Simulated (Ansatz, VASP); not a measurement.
# Two plane-wave programs on LiCl

The input POSCAR:

```
LiCl
1.0
   -0.0256476000      2.5647600000      2.5647600000
    2.5391124000      0.0000000000      2.5391124000
    2.5647600000      2.5647600000     -0.0256476000
Li Cl
1 1
Direct
    0.0000000000      0.0000000000      0.0000000000
    0.5000000000      0.5000000000      0.5000000000
```

INCAR.step1

```
PREC = Accurate
ENCUT = 520
ISMEAR = 0
SIGMA = 0.05
LREAL = F
LASPH = T
NELM = 60
NBANDS = 12
GGA = PE
ALGO = Normal
EDIFF = 1E-4
LWAVE = T
LCHARG = F
```

The input INCAR.step2:

```
PREC = Accurate
ENCUT = 520
EDIFF = 1E-6
ISMEAR = 0
SIGMA = 0.05
LREAL = F
LASPH = T
NELM = 60
ALGO = Normal
ISIF = 2
LWAVE = F
LCHARG = F
METAGGA = R2SCAN
LMIXTAU = T
NBANDS = 12
ISTART = 1
```

Contents of KPOINTS:

```
regular mesh
0
Gamma
  8 8 8
```

Input for Ansatz:

```yaml
crystal:
  lattice:
    - [-0.0256476, 2.56476, 2.56476]
    - [2.5391124, 0.0, 2.5391124]
    - [2.56476, 2.56476, -0.0256476]
  atoms:
    - { symbol: Li, position: [0.0, 0.0, 0.0] }
    - { symbol: Cl, position: [0.5, 0.5, 0.5] }
basis:
  ecutwfc: 500
kpoints:
  mp_grid: { grid: [8, 8, 8] }
hamiltonian:
  xc: r2scan
scf:
  occupations: { method: gaussian, width: 0.05 }
output:
  forces: true
  stress: true
  eigenvalues: true
  write_density: true
  write_potential: true
  elf: true
  volumetric_format: npy
```

Change from the starting cell: strain -0.0200 x Voigt [0, 0, 0, 0, 1, 0], atoms carried along.

Alike in both runs: task single point; functional r2SCAN; k mesh 8 × 8 × 8; occupations gaussian, width 0.05 eV; no spin polarisation.

|  | VASP | Ansatz |
| --- | --- | --- |
| version | VASP 6.6.1 | Ansatz 0.2.0 |
| potentials or method | VASP PAW PBE potentials, release 64 (Li_sv, Cl), cutoff 520 eV | scalar-relativistic, plane waves, PAW |
| valence electrons in the cell | 10 | 10 |

|  | VASP | Ansatz | Ansatz less VASP |
| --- | --- | --- | --- |
| gap on the k mesh at the Fermi level (eV) | 7.23 | 7.16 | -0.069 |
| least direct gap on the mesh (eV) | 7.23 | 7.16 | -0.069 |

VASP's potentials were made for PBE, not for r2SCAN.

Noted on VASP's run: the cutoff is short for stress, so the pressure is rough.
